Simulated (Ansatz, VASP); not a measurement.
**One calculation of NaCl, two programs**

```
CELL_PARAMETERS angstrom
0.00000 2.83175 2.83175
2.83175 0.00000 2.83175
2.83175 2.83175 0.00000
ATOMIC_POSITIONS crystal
Na 0.00000 0.00000 0.00000
Cl 0.50000 0.50000 0.50000
```

Alike in both runs: task electric field gradients; functional LDA; k mesh 8 × 8 × 8; occupations fermi-dirac, width 0.03 eV; no spin polarisation.

```csv
,VASP,Ansatz
version,VASP 6.6.1,Ansatz 0.2.0
potentials or method,"VASP PAW LDA potentials, release 64 (Na_pv, Cl)","PAW with Ansatz's default frozen-core files, scalar-relativistic"
plane-wave cutoff (eV),400,420
valence electrons in the cell,14,16
```

|  | VASP | Ansatz | Ansatz less VASP |
| --- | --- | --- | --- |
| gap on the k mesh at the Fermi level (eV) | 4.65 | 4.65 | -0.005 |
| pressure (GPa) | -2.8 | -2.7 | +0.18 |

LDA's correlation is that of Perdew and Zunger in VASP and of Perdew and Wang (1992) in Ansatz. VASP's potentials hold 14 valence electrons a cell and Ansatz's 16, so a difference there can come from the potentials and not from the codes.
